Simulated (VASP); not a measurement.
Here is a VASP 6.6.1 calculation.

The input INCAR:

```
  ALGO = Normal
  EDIFF = 1E-7
  ENCUT = 520
  GGA = PE
  ISIF = 2
  ISMEAR = -1
  LASPH = True
  LCHARG = False
  LREAL = False
  LWAVE = False
  NBANDS = 12
  NELM = 80
  PREC = Accurate
  SIGMA = 0.06122561905347299
```

Contents of KPOINTS:

```
k-points
0
Gamma
  39 39 39
```

The input POSCAR:

```
Au
1.0
    2.7665322852      0.0000000000      0.0000000000
    0.0000000000      2.7665322852      0.0000000000
    0.0000000000      0.0000000000      2.7665322852
Au
1
Direct
    0.0000000000      0.0000000000      0.0000000000
```

Potentials or basis: VASP PAW PBE potentials, release 64 (Au).

Command:

```sh
$ cat potpaw_PBE.64/Au/POTCAR > POTCAR
$ mpirun -np 1 vasp_std > vasp.out
```

Question: Estimate the pressure.

Answer: -2.2 GPa.

Question: Estimate the band gap on the k mesh.

Answer: Zero (an odd number of electrons rules out a gap without spin polarisation).

Caveat: spin-orbit coupling is left out, which moves the levels of the heavy elements.
